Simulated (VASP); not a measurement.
# InAs: single point with PBEsol

The system is InAs.

```
In As
1.0
     0.00000    2.99808    2.99808
     2.99808    0.00000    2.99808
     2.99808    2.99808    0.00000
In As
1 1
Direct
  0.00000 0.00000 0.00000
  0.75000 0.75000 0.75000
```

This cell differs from its parent crystal: strain -0.015 along x and y, -0.015 along z.

- Program: VASP 6.6.1
- Task: single point
- Functional: PBEsol
- Potentials or basis: VASP PAW PBE potentials, release 64 (In_d, As)
- Cutoff: 520 eV
- k mesh: 18 × 18 × 18
- Occupations: gaussian, width 0.15 eV
- Spin: no spin polarisation

```yaml
Pressure: 2.9 GPa
Band_gap_on_the_k_mesh: zero (filled and empty bands touch)
```

Levels at points of the mesh, in eV from the Fermi level:
| k point | band 7 | band 8 | band 9 | band 10 | band 11 | band 12 |
| --- | --- | --- | --- | --- | --- | --- |
| (0.00, 0.00, 0.00) | -0.32 | -0.16 | -0.16 | -0.16 | 3.70 | 3.70 |
| (0.50, 0.00, 0.00) | -6.11 | -1.20 | -1.20 | 0.77 | 4.47 | 4.47 |
| (0.50, 0.50, 0.00) | -6.16 | -2.60 | -2.60 | 1.23 | 1.82 | 9.08 |

Wall time 51 s on 1 thread of Intel(R) Xeon(R) 6975P-C (Granite Rapids), on a shared host, peak memory 0.3 GiB.

Caveat: the cell differs from its parent crystal (strain -0.015 along x and y, -0.015 along z); the PAW data sets were made with another functional, which shifts forces and pressure a little; spin-orbit coupling is left out, which moves the levels of the heavy elements.
